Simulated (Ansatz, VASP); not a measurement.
**One calculation of Ce, two programs**

Contents of POSCAR:

```
Ce
1.0
    0.0000000000      2.3390384114      2.3390384114
    2.3390384114      0.0000000000      2.3390384114
    2.3390384114      2.3390384114      0.0000000000
Ce
1
Direct
    0.0000000000      0.0000000000      0.0000000000
```

INCAR.step1

```
SYSTEM = Ce
  PREC = Accurate
  ENCUT = 520
  ISMEAR = 1
  SIGMA = 0.01
  LREAL = .False.
  LASPH = .True.
  NELM = 100
  NBANDS = 12
  GGA = PE
  ALGO = Normal
  EDIFF = 1E-4
  LWAVE = .True.
  LCHARG = .False.
```

Contents of INCAR.step2:

```
SYSTEM = Ce
  PREC = Accurate
  ENCUT = 520
  EDIFF = 1E-6
  ISMEAR = 1
  SIGMA = 0.01
  LREAL = .False.
  LASPH = .True.
  NELM = 100
  ALGO = Normal
  ISIF = 2
  LWAVE = .False.
  LCHARG = .False.
  METAGGA = R2SCAN
  LMIXTAU = .True.
  NBANDS = 12
  ISTART = 1
```

KPOINTS

```
Automatic mesh
0
Gamma
  12 12 12
  0 0 0
```

Input for Ansatz:

```yaml
crystal:
  lattice:
    - [0.0, 2.3390384114, 2.3390384114]
    - [2.3390384114, 0.0, 2.3390384114]
    - [2.3390384114, 2.3390384114, 0.0]
  atoms:
    - { symbol: Ce, position: [0.0, 0.0, 0.0] }
hamiltonian:
  xc: r2scan
  pseudopotentials:
    kind: paw
    azcp:
      Ce: "pseudopotentials/Ce.paw.azcp"
basis:
  ecutwfc: 500
  fft_grid_basis: typed
kpoints:
  mp_grid: { grid: [12, 12, 12], shift: [0, 0, 0] }
magnetization:
  spin_polarized: false
scf:
  occupations: { method: methfessel_paxton, width: 0.01 }
  lower_state_search: "off"
output:
  stress: true
```

Alike in both runs: task single point; functional r2SCAN; k mesh 12 × 12 × 12; occupations methfessel-paxton of order 1, width 0.01 eV; no spin polarisation.

|  | VASP | Ansatz |
| --- | --- | --- |
| version | VASP 6.6.1 | Ansatz 0.2.0 |
| potentials or method | VASP PAW PBE potentials, release 64 (Ce), cutoff 520 eV | plane waves (500 eV) with PAW, scalar-relativistic |
| valence electrons in the cell | 12 | 12 |

|  | VASP | Ansatz | Ansatz less VASP |
| --- | --- | --- | --- |
| pressure (GPa) | -0.7 | -0.5 | +0.27 |

VASP's potentials were made for PBE, not for r2SCAN. The functional is the same, so the differences come from potentials, cutoffs and numerics.

Neither program's run includes spin-orbit coupling.
